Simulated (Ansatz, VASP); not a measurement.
# One calculation of TiPbO3, two programs

```xyz
5
Lattice="3.7923 0.0000 0.0000 0.0000 3.7923 0.0000 0.0000 0.0000 4.0361" Properties=species:S:1:pos:R:3 pbc="T T T"
Ti    1.8962    1.8962    2.1723
Pb    0.0000    0.0000    0.0000
O     1.8962    1.8962    0.4561
O     1.8962    0.0000    2.4822
O     0.0000    1.8962    2.4822
```

Alike in both runs: task single point; functional PBE; k mesh 6 × 6 × 6; no spin polarisation.

|  | VASP | Ansatz |
| --- | --- | --- |
| version | VASP 6.6.1 | Ansatz 0.2.0 |
| potentials or method | VASP PAW PBE potentials, release 64 (Ti_sv, Pb_d, O), cutoff 600 eV | plane waves, PAW |
| occupations | gaussian, width 0.01 eV | fixed |
| valence electrons in the cell | 44 | 44 |

```csv
,VASP,Ansatz,Ansatz less VASP
pressure (GPa),23.7,23.5,-0.22
"traceless stress, the component that is largest in VASP (GPa)",1.32,1.16,-0.159
```

Neither program's run includes spin-orbit coupling.
